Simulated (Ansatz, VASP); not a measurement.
## Two plane-wave programs on Bi

```
Bi
1.0
     2.29111    1.32277    4.05641
    -2.29111    1.32277    4.05641
     0.00000   -2.64554    4.05641
Bi
2
Cartesian
  0.0000 0.0000 2.8437
  0.0000 0.0000 9.3255
```

Alike in both runs: functional PBE; k mesh 12 × 12 × 12; occupations gaussian, width 0.1 eV; no spin polarisation.

Ansatz relaxed the structure, and its values are those at the end. VASP's run is a single point on that final structure, the one shown.

```csv
,VASP,Ansatz
version,VASP 6.6.1,Ansatz 0.2.0
potentials or method,"VASP PAW PBE potentials, release 64 (Bi_d), cutoff 520 eV","scalar-relativistic, plane waves, PAW"
valence electrons in the cell,30,30
```

|  | VASP | Ansatz | Ansatz less VASP |
| --- | --- | --- | --- |
| gap on the k mesh at the Fermi level (eV) | none | none | - |
| pressure (GPa) | -0.1 | 0.0 | +0.06 |

A gap of «none» marks a metal or a gap that the smearing closes. The functional is the same, so the differences come from potentials, cutoffs and numerics.

Spin-orbit coupling is off throughout.
